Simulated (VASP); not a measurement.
# SrCl2 (R-3m) in VASP: settings compared

Aim: see how the results for SrCl2 move with the level of theory and the settings. Levels: PBE, HSE06. Tasks: single point.

All numbers are computed with VASP 6.6.1; they aren't measurements. Logs are shortened: lines on timing, memory, paths and dates and some standing lists are left out, and cuts for length are marked.

## 1. The cell of the first run

Symmetry: R-3m, No. 166, trigonal system. Conventional cell: a = 4.999 Å, b = 4.999 Å, c = 12.046 Å, α = 90.00°, β = 90.00°, γ = 120.00°. Within 4.0 Å of Sr (site symmetry -3m) lie 8 Cl at 3.02 to 3.05 Å. Cl (site symmetry 3m) has 4 Sr at 3.02 to 3.05 Å and 6 Cl at 3.50 to 3.53 Å within 4.0 Å.

## 2. Single point, PBE (biaxial xy strain +1.7%)

INCAR reads:

```
SYSTEM = SrCl2
PREC = Accurate
ENCUT = 520
EDIFF = 1E-6
ISMEAR = -1
SIGMA = 0.02
LREAL = .FALSE.
LASPH = .TRUE.
NELM = 100
ALGO = Normal
ISIF = 2
LWAVE = .FALSE.
LCHARG = .FALSE.
GGA = PE
NBANDS = 19
```

KPOINTS reads:

```
Automatic mesh
0
G
  6 6 6
  0 0 0
```

POSCAR reads:

```
SrCl2
1.0
    2.4994684374      1.4430687751      4.0153159317
   -2.4994684374      1.4430687751      4.0153159317
    0.0000000000     -2.8861375504      4.0153159316
Sr Cl
1 2
Direct
    0.0000000000      0.0000000000      0.0000000000
    0.2509263709      0.2509263709      0.2509263709
    0.7490736291      0.7490736291      0.7490736291
```

Potentials or basis: VASP PAW PBE potentials, release 64 (Sr_sv, Cl).

The run is started by

```
$ cat potpaw_PBE.64/Sr_sv/POTCAR potpaw_PBE.64/Cl/POTCAR > POTCAR
$ mpirun -np 1 vasp_std > vasp.out
```

OUTCAR:

```text
SYSTEM = SrCl2
   PREC = Accurate
   ENCUT = 520
   EDIFF = 1E-6
   ISMEAR = -1
   LREAL = .FALSE.
   LASPH = .TRUE.
   NELM = 100
   ISIF = 2
   GGA = PE

 ion  position               nearest neighbor table
   1  0.000  0.000  0.000-   2 3.02   3 3.02   3 3.05   2 3.05   3 3.05   3 3.05   2 3.05   2 3.05

   2  0.251  0.251  0.251-   1 3.02   1 3.05   1 3.05   1 3.05
   3  0.749  0.749  0.749-   1 3.02   1 3.05   1 3.05   1 3.05

  LATTYP: Found a trigonal (rhomboedric) cell.
 ALAT       =     4.9449521727
 COS(alpha) =     0.4890232748

  Lattice vectors:

 A1 = (   2.4994684374,   1.4430687751,   4.0153159317)
 A2 = (  -2.4994684374,   1.4430687751,   4.0153159317)
 A3 = (   0.0000000000,  -2.8861375504,   4.0153159316)

Analysis of symmetry for initial positions (statically):
=====================================================================
 Subroutine PRICEL returns:
 Original cell was already a primitive cell.

 Routine SETGRP: Setting up the symmetry group for a
 trigonal (rhombohedral) supercell.

 Subroutine GETGRP returns: Found 12 space group operations
 (whereof 12 operations were pure point group operations)
 out of a pool of 12 trial point group operations.

The static configuration has the point symmetry D_3d.

Analysis of symmetry for dynamics (positions and initial velocities):
=====================================================================
 Subroutine PRICEL returns:
 Original cell was already a primitive cell.

 Routine SETGRP: Setting up the symmetry group for a
 trigonal (rhombohedral) supercell.

 Subroutine GETGRP returns: Found 12 space group operations
 (whereof 12 operations were pure point group operations)
 out of a pool of 12 trial point group operations.

The dynamic configuration has the point symmetry D_3d.

 Subroutine INISYM returns: Found 12 space group operations
 (whereof 12 operations are pure point group operations),
 and found     1 'primitive' translations

----------------------------------------------------------------------------------------

                                     Primitive cell

  volume of cell :      86.8972

  direct lattice vectors                    reciprocal lattice vectors
     2.499468437  1.443068775  4.015315932     0.200042534  0.115494611  0.083015469
    -2.499468437  1.443068775  4.015315932    -0.200042534  0.115494611  0.083015469
     0.000000000 -2.886137550  4.015315932     0.000000000 -0.230989222  0.083015469

  length of vectors
     4.944952173  4.944952173  4.944952173     0.245453842  0.245453842  0.245453842

  position of ions in fractional coordinates (direct lattice)
     0.000000000  0.000000000  0.000000000
     0.250926371  0.250926371  0.250926371
     0.749073629  0.749073629  0.749073629

  ion indices of the primitive-cell ions
   primitive index   ion index
                 1           1
                 2           2
                 3           3

----------------------------------------------------------------------------------------

 KPOINTS: Automatic mesh

Automatic generation of k-mesh.
 Grid dimensions read from file:
 generate k-points for:    6    6    6

 Generating k-lattice:

  Cartesian coordinates                     Fractional coordinates (reciprocal lattice)
     0.033340422  0.019249102  0.013835911     0.166666667  0.000000000  0.000000000
    -0.033340422  0.019249102  0.013835911     0.000000000  0.166666667  0.000000000
     0.000000000 -0.038498204  0.013835911    -0.000000000 -0.000000000  0.166666667

  Length of vectors
     0.040908974  0.040908974  0.040908974

  Shift w.r.t. Gamma in fractional coordinates (k-lattice)
     0.000000000  0.000000000  0.000000000

 Subroutine IBZKPT returns following result:
 ===========================================

 Found     32 irreducible k-points:

 Following reciprocal coordinates:
            Coordinates               Weight
  0.000000  0.000000  0.000000      1.000000
  0.166667 -0.000000  0.000000      6.000000
  0.333333  0.000000  0.000000      6.000000
  0.500000  0.000000 -0.000000      3.000000
  0.166667  0.166667  0.000000      6.000000
  0.333333  0.166667 -0.000000     12.000000
[... 16 lines left out ...]
  0.500000  0.500000  0.166667      6.000000
 -0.333333  0.500000  0.166667     12.000000
 [... further k-points ...]
   k-points           NKPTS =     32   k-points in BZ     NKDIM =     32   number of bands    NBANDS=     19
   number of dos      NEDOS =    301   number of ions     NIONS =      3
   total plane-waves  NPLWV =  64000
   dimension x,y,z NGX =    40 NGY =   40 NGZ =   40
   dimension x,y,z NGXF=    80 NGYF=   80 NGZF=   80
   ions per type =               1   2
   NGX,Y,Z   is equivalent  to a cutoff of  13.45, 13.45, 13.45 a.u.
   NGXF,Y,Z  is equivalent  to a cutoff of  26.90, 26.90, 26.90 a.u.
 SYSTEM =  SrCl2
   PREC   = accura    normal or accurate (medium, high low for compatibility)
   ISTART =      0    job   : 0-new  1-cont  2-samecut
   ICHARG =      2    charge: 1-file 2-atom 10-const
   ISPIN  =      1    spin polarized calculation?
   LNONCOLLINEAR =      F non collinear calculations
   LSORBIT =      F    spin-orbit coupling
   LASPH  =      T    aspherical Exc in radial PAW
   ENCUT  =  520.0 eV  38.22 Ry    6.18 a.u.   9.19  9.19  9.19*2*pi/ulx,y,z
   NELM   =    100;   NELMIN=  2; NELMDL= -5     # of ELM steps
   EDIFF  = 0.1E-05   stopping-criterion for ELM
   LREAL  =      F    real-space projection
   EDIFFG = 0.1E-04   stopping-criterion for IOM
   NSW    =      0    number of steps for IOM
   IBRION =     -1    ionic relax: 0-MD 1-quasi-New 2-CG
   NFREE  =      0    steps in history (QN), initial steepest desc. (CG)
   ISIF   =      2    stress and relaxation
   ISYM   =      2    0-nonsym 1-usesym 2-fastsym
   POTIM  = 0.5000    time-step for ionic-motion
   TEBEG  =    0.0;   TEEND  =   0.0 temperature during run
   PSTRESS=    0.0 pullay stress
   NELECT =      24.0000    total number of electrons
   NUPDOWN=      -1.0000    fix difference up-down
   EMIN   =  10.00;   EMAX   =-10.00  energy-range for DOS
   EFERMI =   0.00;   METHOD = LEGACY
   ISMEAR =    -1;   SIGMA  =   0.02  broadening in eV -4-tet -1-fermi 0-gaus
   EFERMI_NEDOS =   21; number of points for ismear=-14 and -15
   IALGO  =     38    algorithm
   IMIX   =      4    mixing-type and parameters
     AMIX     =   0.40;   BMIX     =  1.00
     AMIX_MAG =   1.60;   BMIX_MAG =  1.00
  volume/ion in A,a.u.               =      28.97       195.47
  Fermi-wavevector in a.u.,A,eV,Ry     =   1.066130  2.014693 15.464823  1.136632
  Thomas-Fermi vector in A             =   2.201704
   LORBIT       =      0    0 simple, 1 ext, 2 COOP (PROOUT), +10 PAW based schemes
   GGA     = PE    functional components
   LHFCALC =     F    Hartree Fock is set to
   AEXX    =    0.0000 exact exchange contribution
   IVDW    =     0    specifies the selected vdW correction
   LEPSILON=     F    determine dielectric tensor
   LRPA    =     F    only Hartree local field effects (RPA)
 non-spin polarized calculation
  energy-cutoff  :      520.00
  volume of cell :       86.90
 maximum number of plane-waves:      2360
 NGX is ok and might be reduce to    40
   NGX = 19   NGY = 19   NGZ = 19

 number of electron      23.9999999 magnetization

 Free energy of the ion-electron system (eV)
  ---------------------------------------------------
  ext. energy  EPLUGINS =         0.00000000
  ---------------------------------------------------
  free energy    TOTEN  =       -12.79012551 eV

  energy without entropy =      -12.79012551  energy(sigma->0) =      -12.79012551

 E-fermi :   0.4084     XC(G=0):  -8.1832

 val. band max:        0.0016189447   @ k =   0.5000   0.5000   0.0000
 cond. band min:       5.2497188988   @ k =   0.0000   0.0000   0.0000
 fundamental gap:      5.2480999542
 Fermi energy:         0.4083842943

 k-point     1 :       0.0000    0.0000    0.0000
  band No.  band energies     occupation
      1     -32.9627      2.00000
      2     -14.9450      2.00000
      3     -14.9450      2.00000
      4     -14.9437      2.00000
      5     -13.2321      2.00000
      6     -12.4282      2.00000
[... 11 lines left out ...]
     18       9.1207      0.00000
     19       9.1726      0.00000

 k-point     2 :       0.1667   -0.0000    0.0000
  band No.  band energies     occupation
      1     -32.9621      2.00000
      2     -15.0175      2.00000
      3     -14.9479      2.00000
      4     -14.9469      2.00000
      5     -13.1007      2.00000
      6     -12.4810      2.00000
[... 11 lines left out ...]
     18       8.6938      0.00000
     19       9.7089      0.00000

 k-point     3 :       0.3333    0.0000    0.0000
  band No.  band energies     occupation
      1     -32.9607      2.00000
      2     -15.1374      2.00000
      3     -14.9535      2.00000
      4     -14.9529      2.00000
      5     -12.8960      2.00000
      6     -12.5461      2.00000
[... 11 lines left out ...]
     18       8.5088      0.00000
     19       8.9877      0.00000

 k-point     4 :       0.5000    0.0000   -0.0000
  band No.  band energies     occupation
      1     -32.9601      2.00000
      2     -15.1883      2.00000
      3     -14.9564      2.00000
      4     -14.9559      2.00000
      5     -12.8504      2.00000
      6     -12.5270      2.00000
[... 11 lines left out ...]
     18       8.5315      0.00000
     19       8.6086      0.00000

 k-point     5 :       0.1667    0.1667    0.0000
  band No.  band energies     occupation
      1     -32.9618      2.00000
      2     -15.0353      2.00000
      3     -14.9524      2.00000
      4     -14.9513      2.00000
      5     -13.0509      2.00000
      6     -12.5031      2.00000
[... 11 lines left out ...]
     18       8.7376      0.00000
     19       8.8212      0.00000

 k-point     6 :       0.3333    0.1667   -0.0000
  band No.  band energies     occupation
      1     -32.9607      2.00000
      2     -15.1231      2.00000
      3     -14.9703      2.00000
      4     -14.9577      2.00000
      5     -12.8551      2.00000
      6     -12.5776      2.00000
[... 11 lines left out ...]
     18       8.4095      0.00000
     19       9.3328      0.00000

 k-point     7 :       0.5000    0.1667   -0.0000
  band No.  band energies     occupation
      1     -32.9598      2.00000
      2     -15.1683      2.00000
      3     -15.0024      2.00000
      4     -14.9602      2.00000
      5     -12.7755      2.00000
      6     -12.5644      2.00000
[... 11 lines left out ...]
     18       8.6621      0.00000
     19       9.0446      0.00000

 k-point     8 :      -0.3333    0.1667   -0.0000
  band No.  band energies     occupation
      1     -32.9601      2.00000
      2     -15.1444      2.00000
      3     -15.0110      2.00000
      4     -14.9561      2.00000
      5     -12.7896      2.00000
      6     -12.5732      2.00000
[... 256 lines left out ...]
 k-point    20 :       0.5000    0.3333    0.1667
  band No.  band energies     occupation
      1     -32.9597      2.00000
      2     -15.1556      2.00000
      3     -15.0198      2.00000
      4     -14.9639      2.00000
      5     -12.6982      2.00000
      6     -12.6314      2.00000
[... 11 lines left out ...]
     18       8.6212      0.00000
     19       9.6783      0.00000

 k-point    21 :      -0.3333    0.3333    0.1667
  band No.  band energies     occupation
      1     -32.9593      2.00000
      2     -15.1319      2.00000
      3     -15.0808      2.00000
      4     -14.9675      2.00000
      5     -12.6714      2.00000
      6     -12.6065      2.00000
[... 11 lines left out ...]
     18       8.9995      0.00000
     19       9.8298      0.00000

 k-point    22 :      -0.1667    0.3333    0.1667
  band No.  band energies     occupation
      1     -32.9598      2.00000
      2     -15.1484      2.00000
      3     -15.0245      2.00000
      4     -14.9635      2.00000
      5     -12.7070      2.00000
      6     -12.6244      2.00000
[... 11 lines left out ...]
     18       8.5542      0.00000
     19       9.7024      0.00000

 k-point    23 :       0.5000    0.5000    0.1667
  band No.  band energies     occupation
      1     -32.9593      2.00000
      2     -15.2015      2.00000
      3     -15.0050      2.00000
      4     -14.9704      2.00000
      5     -12.6883      2.00000
      6     -12.5921      2.00000
[... 11 lines left out ...]
     18       8.8680      0.00000
     19       9.6657      0.00000

 k-point    24 :      -0.3333    0.5000    0.1667
  band No.  band energies     occupation
      1     -32.9591      2.00000
      2     -15.1800      2.00000
      3     -15.0456      2.00000
      4     -14.9737      2.00000
      5     -12.6679      2.00000
      6     -12.5837      2.00000
[... 11 lines left out ...]
     18       9.3896      0.00000
     19       9.8757      0.00000

 [... further k-points ...]
[... 5 lines left out ...]
  --------------------------------------------------------------------------------------
  -------------------------------------------------------------------------------------
  Total        0.0702246      0.0702246      0.2248920      0.0000000     -0.0000000      0.0000000
  in kB        1.2947746      1.2947746      4.1464735      0.0000000     -0.0000000      0.0000000
  external PRESSURE =       2.2453409 kB  Pullay stress =       0.0000000 kB

 VOLUME and BASIS-vectors are now :
 -----------------------------------------------------------------------------
  energy-cutoff  :      520.00
  volume of cell :       86.90
      direct lattice vectors                 reciprocal lattice vectors
     2.499468437  1.443068775  4.015315932     0.200042534  0.115494611  0.083015469
    -2.499468437  1.443068775  4.015315932    -0.200042534  0.115494611  0.083015469
     0.000000000 -2.886137550  4.015315932     0.000000000 -0.230989222  0.083015469

 POSITION                                       TOTAL-FORCE (eV/Angst)
 -----------------------------------------------------------------------------------
      0.00000      0.00000      0.00000         0.000000      0.000000     -0.000000
      0.00000     -0.00000      3.02265         0.000000      0.000000     -0.001421
      0.00000     -0.00000      9.02330         0.000000     -0.000000      0.001421
 -----------------------------------------------------------------------------------
    total drift:                               -0.000000      0.000000     -0.000000

  FREE ENERGIE OF THE ION-ELECTRON SYSTEM (eV)
  ---------------------------------------------------
  free  energy   TOTEN  =       -12.7901255085 eV

  energy  without entropy=      -12.7901255084  energy(sigma->0) =      -12.79012551
```

Run time: 35 s. Hardware: 1 thread of AMD EPYC 9R45 (Zen 5), shared host; peak memory 0.22 GiB.

What came out:

| Quantity | Value |
| --- | --- |
| Free energy | -12.7901 eV |
| Pressure | 0.2 GPa |
| Band gap on the k mesh | 5.25 eV (least direct gap 5.52 eV) |

Stress tensor (GPa, compression positive):
```
0.13 0.00 0.00
0.00 0.13 0.00
0.00 0.00 0.41
```

Levels at points of the mesh, in eV from the valence-band top:
| k point | band 9 | band 10 | band 11 | band 12 | band 13 | band 14 | band 15 | band 16 |
| --- | --- | --- | --- | --- | --- | --- | --- | --- |
| (0.00, 0.00, 0.00) | -2.03 | -0.34 | -0.32 | -0.32 | 5.25 | 6.10 | 6.10 | 8.94 |
| (0.50, 0.00, 0.00) | -1.45 | -1.28 | -1.04 | -1.00 | 6.64 | 6.73 | 7.41 | 7.83 |
| (0.50, 0.50, 0.00) | -1.81 | -0.40 | -0.37 | 0.00 | 5.52 | 6.97 | 7.54 | 7.92 |
| (0.50, 0.50, 0.50) | -1.46 | -1.28 | -1.01 | -1.01 | 6.71 | 6.71 | 7.48 | 7.86 |

Caveat: the cell differs from its parent crystal (biaxial xy strain +1.7%).

## 3. Single point, HSE06 (strain -3.5%)

POSCAR reads:

```
SrCl2
1.0
    2.3697535430      1.3681778460      3.8731737477
   -2.3697535430      1.3681778460      3.8731737477
    0.0000000000     -2.7363556920      3.8731737477
Sr Cl
1 2
Direct
    0.0000000000      0.0000000000      0.0000000000
    0.2499511381      0.2499511381      0.2499511381
    0.7500488619      0.7500488619      0.7500488619
```

INCAR.step1 reads:

```
PREC = Accurate
ENCUT = 520
EDIFF = 1E-5
ISMEAR = 0
SIGMA = 0.01
LREAL = F
LASPH = T
NELM = 100
ALGO = Normal
ISIF = 2
LWAVE = T
LCHARG = F
GGA = PE
NBANDS = 19
```

INCAR.step2 reads:

```
PREC = Accurate
ENCUT = 520
EDIFF = 1E-6
ISMEAR = 0
SIGMA = 0.01
LREAL = F
LASPH = T
NELM = 100
ALGO = Normal
ISIF = 2
LWAVE = F
LCHARG = F
GGA = PE
LHFCALC = T
HFSCREEN = 0.2079
PRECFOCK = Normal
ISTART = 1
NBANDS = 19
```

KPOINTS reads:

```
regular mesh
0
Gamma
  4 4 4
```

Potentials or basis: VASP PAW PBE potentials, release 64 (Sr_sv, Cl).

The run is started by

```
$ cat potpaw_PBE.64/Sr_sv/POTCAR potpaw_PBE.64/Cl/POTCAR > POTCAR
$ cp INCAR.step1 INCAR
$ mpirun -np 1 vasp_std > vasp.out
$ cp INCAR.step2 INCAR
$ mpirun -np 1 vasp_std > vasp.out
```

Run time: 20 min. Hardware: 1 thread of AMD EPYC 7R13 (Zen 3), shared host; peak memory 0.3 GiB.

The run converged. Its results:

| Item | Value |
| --- | --- |
| Free energy | -14.6165 eV |
| Pressure | 6.5 GPa |
| Band gap on the k mesh | 6.72 eV |

Levels at points of the mesh, in eV from the valence-band top:
```
           k point  band 8  band 9  band 10  band 11  band 12  band 13  band 14  band 15  band 16  band 17
(0.00, 0.00, 0.00)   -2.77   -2.77    -0.42    -0.42    -0.42     7.10     7.42     7.42    10.58    10.60
(0.50, 0.00, 0.00)   -2.05   -1.84    -1.65    -1.32    -1.31     8.25     8.26     9.27     9.50    10.81
(0.50, 0.50, 0.00)   -2.35   -2.35    -0.53    -0.53     0.00     6.72     8.87     9.48     9.93     9.93
(0.50, 0.50, 0.50)   -2.05   -1.84    -1.65    -1.31    -1.31     8.25     8.25     9.26     9.49    10.81
```

Caveat: the cell differs from its parent crystal (strain -3.5%); the cell stands under pressure; the PAW data sets were made with another functional, which shifts forces and pressure a little. A k mesh can miss the band edges.
